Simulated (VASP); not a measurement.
Wanted: the native input for a VASP 6.6.1 run.

| Item | Value |
| --- | --- |
| Task | single point |
| Functional | PBE |
| Potentials or basis | VASP PAW PBE potentials, release 64 (Co, Bi_d) |
| Cutoff | 520 eV |
| k mesh | 6 × 6 × 6 |
| Occupations | gaussian, width 0.1 eV |
| Spin | collinear spin, ferromagnetic start |
| Starting moments | [3.0, 0.0, 0.0] μB |
| Dipole correction | no |
| Further INCAR settings | ALGO = Normal; EDIFF = 1e-07; NBANDS = 30 |

The structure of CoBi2 lies in POSCAR:

```
CoBi2
1.0
    0.0000000000      3.2718026304      3.2718026304
    3.2718026304      0.0000000000      3.2718026304
    3.2718026304      3.2718026304      0.0000000000
Co Bi
1 2
Direct
    0.0000000000      0.0000000000      0.0000000000
    0.2500000000      0.2500000000      0.2500000000
    0.7500000000      0.7500000000      0.7500000000
```

One way to write it, as run:

INCAR

```
PREC     = Accurate       # precision mode
ENCUT    = 520            # plane-wave cutoff, eV
EDIFF    = 1E-7           # SCF threshold, eV
ISMEAR   = 0              # smearing method
SIGMA    = 0.1            # smearing width, eV
LREAL    = F              # projectors in reciprocal space
LASPH    = T              # aspherical terms in the spheres
NELM     = 150            # most SCF steps
ALGO     = Normal         # electronic algorithm
ISIF     = 2              # what is computed and relaxed
LWAVE    = F              # write WAVECAR
LCHARG   = T              # write CHGCAR
ISPIN    = 2              # spin polarisation
MAGMOM   = 3 0 0          # initial moments
LORBIT   = 11             # projections on sites
LMAXMIX  = 4              # l up to which the mixer works
GGA      = PE             # functional
LELF     = T              # ELF
LVHAR    = T            
NBANDS   = 30             # bands
```

KPOINTS

```
regular mesh
0
Gamma
  6 6 6
```

Potentials or basis: VASP PAW PBE potentials, release 64 (Co, Bi_d).

Run with:

```console
$ cat potpaw_PBE.64/Co/POTCAR potpaw_PBE.64/Bi_d/POTCAR > POTCAR
$ mpirun -np 1 vasp_std > vasp.out
```

Results of the run:

```yaml
Pressure: 2.3 GPa
Net_moment: 0.52 μB per cell
Site_moments: Co +0.58; Bi -0.02 μB
Valence_electrons_inside_the_program's_atomic_spheres: Co 8.11; Bi 12.85
```

Run time: 55 s on 1 thread of Intel(R) Xeon(R) 6975P-C (Granite Rapids), with other jobs on the host, peak memory 0.26 GiB.
